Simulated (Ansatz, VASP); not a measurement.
**Two plane-wave programs on YRu2Rh4**

```xyz
7
Lattice="-3.3180 3.3180 2.5370 3.3180 -3.3180 2.5370 3.3180 3.3180 -2.5370" Properties=species:S:1:pos:R:3 pbc="T T T"
Y     0.0000    0.0000    0.0000
Ru    0.0000    3.3180    1.2685
Ru    3.3180    0.0000    1.2685
Rh    1.9988    1.9988    0.0000
Rh    1.3192    1.3192    2.5370
Rh    1.3192   -1.3192    2.5370
Rh   -1.3192    1.3192    2.5370
```

Change from the starting cell: species swapped into the ZrV2Ga4 type (I4/mmm, No. 139).

Alike in both runs: functional PBE; k mesh 4 × 4 × 4; occupations gaussian, width 0.2 eV; no spin polarisation.

Ansatz relaxed the structure, and its values are those at the end. VASP's run is a single point on that final structure, the one shown.

|  | VASP | Ansatz |
| --- | --- | --- |
| version | VASP 6.6.1 | Ansatz 0.2.0 |
| potentials or method | VASP PAW PBE potentials, release 64 (Y_sv, Ru_pv, Rh_pv), cutoff 520 eV | scalar-relativistic, plane waves, PAW |
| valence electrons in the cell | 99 | 111 |

|  | VASP | Ansatz | Ansatz less VASP |
| --- | --- | --- | --- |
| gap on the k mesh at the Fermi level (eV) | none | none | - |
| pressure (GPa) | 0.2 | 0.2 | +0.03 |
| rms of the force components (eV/Å) | 0.040 | 0.038 | -0.0026 |

A gap of «none» marks a metal or a gap that the smearing closes. VASP's potentials hold 99 valence electrons a cell and Ansatz's 111, so a difference there can come from the potentials and not from the codes.

The k mesh is coarse, so the values compare programs but aren't converged.
